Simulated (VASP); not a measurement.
The system is HfTa.

```
Hf Ta
1.0
     0.00000    2.60826    2.60826
     2.60826    0.00000    2.60826
     2.60826    2.60826    0.00000
Hf Ta
1 1
Direct
  0.00000 0.00000 0.00000
  0.50000 0.50000 0.50000
```

| Item | Value |
| --- | --- |
| Program | VASP 6.6.1 |
| Task | relaxation of cell and atoms |
| Functional | PBE |
| Potentials or basis | VASP PAW PBE potentials, release 64 (Hf_pv, Ta_pv) |
| Cutoff | 600 eV |
| k mesh | 6 × 6 × 6 |
| Occupations | gaussian, width 0.1 eV |
| Spin | no spin polarisation |

At the start: pressure 36.0 GPa; volume 17.74 Å³/atom.

**Question.** Where does the relaxation end?

**Answer.** Over 4 steps the energy falls by 437.2 meV/atom and the volume is 22.54 Å³/atom (+27.0 %); space group Fm-3m (No. 225, to 0.05 Å).

The path:
```csv
step,energy change (eV),largest force (eV/Å),pressure (GPa),volume (Å³)
1,0.0000,0.0000,36.00,35.49
2,0.1505,0.0000,-17.21,60.16
3,-0.8728,0.0000,-1.06,45.47
4,-0.8744,0.0000,-0.22,45.08
```

Final structure:
```xyz
2
Lattice="0.0000 2.8248 2.8248 2.8248 0.0000 2.8248 2.8248 2.8248 0.0000" Properties=species:S:1:pos:R:3 pbc="T T T"
Hf    0.0000    0.0000    0.0000
Ta    2.8248    2.8248    2.8248
```

Caveat: the volume moved by over 15 % at a fixed basis, so the end points are rough.
